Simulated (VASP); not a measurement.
Input of a VASP 6.6.1 run:

Contents of INCAR:

```
PREC     = Accurate       # precision mode
ENCUT    = 520            # plane-wave cutoff, eV
EDIFF    = 1E-6           # SCF threshold, eV
ISMEAR   = 0              # smearing method
SIGMA    = 0.05           # smearing width, eV
LREAL    = False          # projectors in reciprocal space
LASPH    = True           # aspherical terms in the spheres
NELM     = 80             # most SCF steps
ALGO     = Normal         # electronic algorithm
ISIF     = 2              # what is computed and relaxed
LWAVE    = False          # write WAVECAR
LCHARG   = False          # write CHGCAR
GGA      = PS             # functional
NBANDS   = 11             # bands
```

Contents of KPOINTS:

```
regular mesh
0
Gamma
  10 10 10
```

The input POSCAR:

```
BP
1.0
    0.0000000000      2.2349650000      2.2690000000
    2.2690000000      0.0000000000      2.2690000000
    2.2690000000      2.2349650000      0.0000000000
B P
1 1
Direct
    0.0000000000      0.0000000000      0.0000000000
    0.7500000000      0.7500000000      0.7500000000
```

Potentials or basis: VASP PAW PBE potentials, release 64 (B, P).

Run with:

```console
$ cat potpaw_PBE.64/B/POTCAR potpaw_PBE.64/P/POTCAR > POTCAR
$ mpirun -np 1 vasp_std > vasp.out
```

Estimate the pressure.

0.7 GPa.

What does it give for the band gap on the k mesh?

0.88 eV, indirect (least direct gap 3.23 eV).

Stress tensor (GPa, compression positive):
```
-0.65  0.00  0.00
 0.00  3.28  0.00
 0.00  0.00 -0.65
```

Caveat: the cell differs from its parent crystal (strain -0.0150 x Voigt [0, 1, 0, 0, 0, 0]); the PAW data sets were made with another functional, which shifts forces and pressure a little. A k mesh can miss the band edges.
